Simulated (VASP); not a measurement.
Here is a VASP 6.6.1 calculation.

Contents of INCAR:

```
SYSTEM = SrGe2Mo2
PREC = Accurate ; ENCUT = 520
EDIFF = 1E-6 ; ISMEAR = 0
SIGMA = 0.1 ; LREAL = .False.
LASPH = .True. ; NELM = 80
ALGO = Fast ; ISIF = 2
LWAVE = .False. ; LCHARG = .True.
GGA = PE ; LELF = .True.
LVHAR = .True. ; NBANDS = 41
```

File KPOINTS:

```
regular mesh
0
Gamma
  12 12 4
  0 0 0
```

File POSCAR:

```
SrGe2Mo2
1.0
    4.5762312931      0.0000000000      0.0000000000
   -2.2881156466      3.9631325534      0.0000000000
    0.0000000000      0.0000000000      8.9034326995
Sr Ge Mo
1 2 2
Direct
    0.0000000000      0.0000000000      0.0000000000
    0.6666666667      0.3333333333      0.5000000000
    0.3333333333      0.6666666667      0.5000000000
    0.0000000000      0.0000000000      0.3825541059
    0.0000000000      0.0000000000      0.6174458941
```

Potentials or basis: VASP PAW PBE potentials, release 64 (Sr_sv, Ge_d, Mo_sv).

Run with:

```sh
$ cat potpaw_PBE.64/Sr_sv/POTCAR potpaw_PBE.64/Ge_d/POTCAR potpaw_PBE.64/Mo_sv/POTCAR > POTCAR
$ mpirun -np 1 vasp_std > vasp.out
```

**Question.** Predict the pressure.

**Answer.** 0.3 GPa.

**Question.** What does it give for the largest force?

**Answer.** 0.407 eV/Å.

Forces on the atoms (eV/Å):
```
Sr   0.000  0.000  0.000
Ge   0.000  0.000  0.000
Ge   0.000  0.000  0.000
Mo   0.000  0.000 -0.407
Mo   0.000  0.000  0.407
```

Caveat: atoms lie so close that the PAW spheres overlap strongly, which falsifies energies and pressures.
